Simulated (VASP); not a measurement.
AlNi: single point with r2SCAN+U

AlNi:

```
CELL_PARAMETERS angstrom
2.88100 0.00000 0.00000
0.00000 2.88100 0.00000
0.00000 0.00000 2.88100
ATOMIC_POSITIONS crystal
Ni 0.50000 0.50000 0.50000
Al 0.00000 0.00000 0.00000
```

* Program: VASP 6.6.1
* Task: single point
* Functional: r2SCAN
* Potentials or basis: VASP PAW PBE potentials, release 64 (Ni_sv_GW, Al)
* Cutoff: 760 eV
* k mesh: 9 × 9 × 9
* Occupations: gaussian, width 0.01 eV
* Spin: collinear spin, ferromagnetic start
* Starting moments: [1.0, 0.0] μB
* Hubbard terms: Ni d U = 7.0 eV
* Dipole correction: no
* Further INCAR settings: ALGO = Normal; EDIFF = 1e-06; NBANDS = 22

| Property | Result |
| --- | --- |
| Pressure | -5.8 GPa |
| Net moment | 0.13 μB per cell |
| Site moments | Ni +0.15; Al +0.01 μB |
| Valence electrons inside the program's atomic spheres | Ni 16.58; Al 0.80 |

Levels at points of the mesh, in eV from the Fermi level:
Spin up:
| k point | band 7 | band 8 | band 9 | band 10 | band 11 | band 12 | band 13 | band 14 |
| --- | --- | --- | --- | --- | --- | --- | --- | --- |
| (0.00, 0.00, 0.00) | -3.88 | -2.04 | -2.04 | -2.04 | 6.24 | 6.24 | 6.24 | 8.47 |
Spin down:
```
           k point  band 8  band 9  band 10  band 11  band 12  band 13
(0.00, 0.00, 0.00)   -1.94   -1.94    -1.94     6.27     6.27     6.27
```

Eigenvalues of the final occupation matrices:
```
    site  spin  trace               eigenvalues
site 1 d     1   4.14  0.82 0.82 0.82 0.84 0.84
site 1 d     2   3.99  0.76 0.76 0.82 0.82 0.82
```

Run time: 2.7 min on 1 thread of Intel(R) Xeon(R) Platinum 8488C (Sapphire Rapids), on a shared host, peak memory 0.23 GiB.

Caveat: the cell stands under tension; the PAW data sets were made with another functional, which shifts forces and pressure a little; the U is typed as a test and isn't derived for this compound. The state reached can hang on the start; a lower one may exist.
